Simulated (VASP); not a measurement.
# Si2C (P6/mmm) in VASP: further runs, part 2 of 2

VASP 6.6.1.

### Step 3. Relaxation of cell and atoms, PBE

This run uses another cell than the first one, of 17.28 Å³/atom.

Contents of INCAR:

```
  PREC = Accurate
  ENCUT = 1300
  EDIFF = 1E-7
  ISMEAR = 0
  SIGMA = 0.1
  LREAL = False
  LASPH = True
  NELM = 120
  ALGO = Normal
  ISIF = 3
  LWAVE = False
  LCHARG = False
  GGA = PE
  IBRION = 2
  NSW = 90
  EDIFFG = -0.04
  GGA_COMPAT = False
  NELMIN = 4
```

Contents of KPOINTS:

```
regular mesh
0
Gamma
  6 6 4
```

Contents of POSCAR:

```
Si2C
1.0
    4.0300012150      0.0000000000      0.0000000000
   -2.0150006075      3.4900834295      0.0000000000
    0.0000000000      0.0000000000      7.3733879523
Si C
4 2
Direct
    0.3333333333      0.6666666667      0.7415519416
    0.3333333333      0.6666666667      0.2584480584
    0.6666666667      0.3333333333      0.7415519416
    0.6666666667      0.3333333333      0.2584480584
    0.3333333333      0.6666666667      0.0000000000
    0.6666666667      0.3333333333      0.0000000000
```

Potentials or basis: VASP PAW PBE potentials, release 64 (Si, C_h).

Started as:

```bash
> cat potpaw_PBE.64/Si/POTCAR potpaw_PBE.64/C_h/POTCAR > POTCAR
> mpirun -np 1 vasp_std > vasp.out
```

OUTCAR:

```text
PREC = Accurate
   ENCUT = 1300
   EDIFF = 1E-7
   ISMEAR = 0
   LREAL = False
   LASPH = True
   NELM = 120
   ISIF = 3
   GGA = PE
   IBRION = 2
   NSW = 90
   EDIFFG = -0.04
   NELMIN = 4

 ion  position               nearest neighbor table
   1  0.333  0.667  0.742-   5 1.91   3 2.33   3 2.33   3 2.33
   2  0.333  0.667  0.258-   5 1.91   4 2.33   4 2.33   4 2.33
   3  0.667  0.333  0.742-   6 1.91   1 2.33   1 2.33   1 2.33
   4  0.667  0.333  0.258-   6 1.91   2 2.33   2 2.33   2 2.33
   5  0.333  0.667  0.000-   1 1.91   2 1.91
   6  0.667  0.333  0.000-   3 1.91   4 1.91

  LATTYP: Found a hexagonal cell.
 ALAT       =     4.0300012150
 C/A-ratio  =     1.8296242504

  Lattice vectors:

 A1 = (   4.0300012150,   0.0000000000,   0.0000000000)
 A2 = (  -2.0150006075,   3.4900834295,   0.0000000000)
 A3 = (   0.0000000000,   0.0000000000,   7.3733879523)

Analysis of symmetry for initial positions (statically):
=====================================================================
 Subroutine PRICEL returns:
 Original cell was already a primitive cell.

 Routine SETGRP: Setting up the symmetry group for a
 hexagonal supercell.

 Subroutine GETGRP returns: Found 24 space group operations
 (whereof 24 operations were pure point group operations)
 out of a pool of 24 trial point group operations.

The static configuration has the point symmetry D_6h.

Analysis of symmetry for dynamics (positions and initial velocities):
=====================================================================
 Subroutine PRICEL returns:
 Original cell was already a primitive cell.

 Routine SETGRP: Setting up the symmetry group for a
 hexagonal supercell.

 Subroutine GETGRP returns: Found 24 space group operations
 (whereof 24 operations were pure point group operations)
 out of a pool of 24 trial point group operations.

[... 110 lines left out ...]
   ISIF   =      3    stress and relaxation
   ISYM   =      2    0-nonsym 1-usesym 2-fastsym
   POTIM  = 0.5000    time-step for ionic-motion
   TEBEG  =    0.0;   TEEND  =   0.0 temperature during run
   PSTRESS=    0.0 pullay stress
   NELECT =      24.0000    total number of electrons
   NUPDOWN=      -1.0000    fix difference up-down
   EMIN   =  10.00;   EMAX   =-10.00  energy-range for DOS
   EFERMI =   0.00;   METHOD = LEGACY
   ISMEAR =     0;   SIGMA  =   0.10  broadening in eV -4-tet -1-fermi 0-gaus
   EFERMI_NEDOS =   21; number of points for ismear=-14 and -15
   IALGO  =     38    algorithm
   IMIX   =      4    mixing-type and parameters
     AMIX     =   0.40;   BMIX     =  1.00
     AMIX_MAG =   1.60;   BMIX_MAG =  1.00
  volume/ion in A,a.u.               =      17.28       116.64
  Fermi-wavevector in a.u.,A,eV,Ry     =   1.005100  1.899363 13.744956  1.010226
  Thomas-Fermi vector in A             =   2.137758
   LORBIT       =      0    0 simple, 1 ext, 2 COOP (PROOUT), +10 PAW based schemes
   GGA     = PE    functional components
   LHFCALC =     F    Hartree Fock is set to
   AEXX    =    0.0000 exact exchange contribution
   IVDW    =     0    specifies the selected vdW correction
   LEPSILON=     F    determine dielectric tensor
   LRPA    =     F    only Hartree local field effects (RPA)
 conjugate gradient relaxation of ions
 non-spin polarized calculation
 Gauss-broadening in eV      SIGMA  =   0.10
  energy-cutoff  :     1300.00
  volume of cell :      103.71
 maximum number of plane-waves:     11082
 NGX is ok and might be reduce to    48
   NGX = 23   NGY = 23   NGZ = 43

--------------------------------------- Ionic step        1  -------------------------------------------

 number of electron      24.0000000 magnetization

 Free energy of the ion-electron system (eV)
  ---------------------------------------------------
  ext. energy  EPLUGINS =         0.00000000
  ---------------------------------------------------
  free energy    TOTEN  =       -33.07402176 eV

  energy without entropy =      -33.06289419  energy(sigma->0) =      -33.06845798

------------------------ aborting loop because EDIFF is reached ----------------------------------------

  FORCE on cell =-STRESS in cart. coord.  units (eV):
  Direction    XX          YY          ZZ          XY          YZ          ZX
  --------------------------------------------------------------------------------------
  -------------------------------------------------------------------------------------
  Total        0.3976099      0.3976099     -0.9358823      0.0000000     -0.0000000      0.0000000
  in kB        6.1427056      6.1427056    -14.4585172      0.0000000     -0.0000000      0.0000000
  external PRESSURE =      -0.7243687 kB  Pullay stress =       0.0000000 kB
[... 107 lines left out ...]
--------------------------------------- Ionic step        4  -------------------------------------------

 number of electron      24.0000000 magnetization

 Free energy of the ion-electron system (eV)
  ---------------------------------------------------
  ext. energy  EPLUGINS =         0.00000000
  ---------------------------------------------------
  free energy    TOTEN  =       -33.07936496 eV

  energy without entropy =      -33.06864850  energy(sigma->0) =      -33.07400673

 E-fermi :   5.3701     XC(G=0):  -9.3216

 val. band max:        5.3512711131   @ k =   0.1667   0.0000   0.2500
 cond. band min:       5.3764044991   @ k =   0.1667   0.1667   0.0000
 fundamental gap:      0.0251333860
 Fermi energy:         5.3700860349

 k-point     1 :       0.0000    0.0000    0.0000
  band No.  band energies     occupation
      1      -9.0441      2.00000
      2      -6.0999      2.00000
      3      -3.6451      2.00000
      4      -2.9052      2.00000
      5       1.0458      2.00000
      6       1.1882      2.00000
[... 421 lines left out ...]
  FREE ENERGIE OF THE ION-ELECTRON SYSTEM (eV)
  ---------------------------------------------------
  free  energy   TOTEN  =       -33.0793649608 eV

  energy  without entropy=      -33.0686485008  energy(sigma->0) =      -33.07400673

 reached required accuracy - stopping structural energy minimisation
```

CONTCAR:

```text
Si2C
   1.00000000000000
     4.0516565184214457    0.0000000000000000    0.0000000000000000
    -2.0258282592107228    3.5088374723900815    0.0000000000000000
     0.0000000000000000   -0.0000000000000000    7.3201662377743482
  Si              C
     4     2
Direct
     0.3333333332999970    0.6666666667000030    0.7413993194078377
     0.3333333332999970    0.6666666667000030    0.2586006805921624
     0.6666666667000030    0.3333333332999970    0.7413993194078377
     0.6666666667000030    0.3333333332999970    0.2586006805921624
     0.3333333332999970    0.6666666667000030    0.0000000000000000
     0.6666666667000030    0.3333333332999970    0.0000000000000000

  0.00000000E+00  0.00000000E+00  0.00000000E+00
  0.00000000E+00  0.00000000E+00  0.00000000E+00
  0.00000000E+00  0.00000000E+00  0.00000000E+00
  0.00000000E+00  0.00000000E+00  0.00000000E+00
  0.00000000E+00  0.00000000E+00  0.00000000E+00
  0.00000000E+00  0.00000000E+00  0.00000000E+00
```

It took 10 min on 1 thread of Intel Xeon Platinum 8488C (Sapphire Rapids), shared host; peak memory 0.57 GiB.

What came out:

```yaml
Free_energy: -33.0794 eV
Relaxed_volume: 17.34 Å³/atom
Relaxed_cell: a = 4.052 Å, b = 4.052 Å, c = 7.320 Å, α = 90.00°, β = 90.00°, γ = 120.00°
Space_group_after_relaxing_to_0.1_Å: P6/mmm (No. 191)
Energy_gained_by_relaxing: 0.9 meV/atom
Ionic_steps: 4
Pressure_after_relaxing: -0.3 GPa
Largest_force_after_relaxing: 0.036 eV/Å
Band_gap_on_the_k_mesh: zero (bands 12 and 13 overlap by 0.42 eV)
```

Forces on the atoms (eV/Å):
```
Si   0.000  0.000 -0.036
Si   0.000  0.000  0.036
Si   0.000  0.000 -0.036
Si   0.000  0.000  0.036
C    0.000  0.000  0.000
C    0.000  0.000  0.000
```

Step by step:
```
step  energy change (eV)  largest force (eV/Å)  pressure (GPa)  volume (Å³)
   1              0.0000                0.0470           -0.07       103.71
   2             -0.0044                0.0959            0.37       103.59
   3             -0.0045                0.0757            0.31       103.60
   4             -0.0053                0.0360           -0.27       104.07
```

Final structure:
```
Si C
1.0
     4.05166    0.00000    0.00000
    -2.02583    3.50884    0.00000
     0.00000    0.00000    7.32017
Si C
4 2
Direct
  0.33333 0.66667 0.74140
  0.33333 0.66667 0.25860
  0.66667 0.33333 0.74140
  0.66667 0.33333 0.25860
  0.33333 0.66667 0.00000
  0.66667 0.33333 0.00000
```

Levels at points of the mesh, in eV from the Fermi level:
```tsv
k point	band 9	band 10	band 11	band 12	band 13	band 14	band 15	band 16
(0.00, 0.00, 0.00)	-1.71	-1.71	-0.31	0.10	0.10	0.14	0.14	1.05
(0.50, 0.00, 0.00)	-2.85	-2.67	-2.60	-0.91	1.30	1.33	1.53	2.08
(0.00, 0.00, 0.50)	-1.97	-1.97	0.20	0.20	0.50	0.50	1.70	2.37
(0.50, 0.00, 0.50)	-3.38	-3.15	-2.41	-0.44	0.12	1.88	2.47	2.94
```

Caveat: semilocal functionals underestimate gaps, and a narrow one can read as zero.

The gap in the log of VASP goes by the Fermi energy; the results here count the filled bands.